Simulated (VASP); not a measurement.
**Ta: single point with PBE**

The system is Ta.

```xyz
1
Lattice="-1.6595 1.6595 1.6595 1.6595 -1.6595 1.6595 1.6595 1.6595 -1.6595" Properties=species:S:1:pos:R:3 pbc="T T T"
Ta    0.0000    0.0000    0.0000
```

```yaml
Program: VASP 6.6.1
Task: single point
Functional: PBE
Potentials_or_basis: VASP PAW PBE potentials, release 64 (Ta_pv)
Cutoff: 520 eV
k_mesh: 18 × 18 × 18
Occupations: gaussian, width 0.15 eV
Spin: no spin polarisation
Dipole_correction: no
Further_INCAR_settings: ALGO = Normal; EDIFF = 1e-07; NBANDS = 12
```

```json
{"Pressure": "0.1 GPa"}
```

Levels at points of the mesh, in eV from the Fermi level:
```
           k point  band 1  band 2  band 3  band 4  band 5  band 6  band 7  band 8  band 9  band 10
(0.00, 0.00, 0.00)  -33.14  -33.14  -33.14   -7.87    0.73    0.73    0.73    3.95    3.95    14.64
(0.50, 0.00, 0.00)  -34.25  -33.50  -33.14   -4.32   -1.51    1.51    3.82    4.83    7.65    11.48
(0.50, 0.50, 0.50)  -33.92  -33.92  -33.92   -3.72   -3.72    6.71    6.71    6.71    8.51     8.51
```

It took 10 s on 1 thread of Intel(R) Xeon(R) 6975P-C (Granite Rapids), on a shared host, peak memory 0.17 GiB.

Caveat: spin-orbit coupling is left out, which moves the levels of the heavy elements.
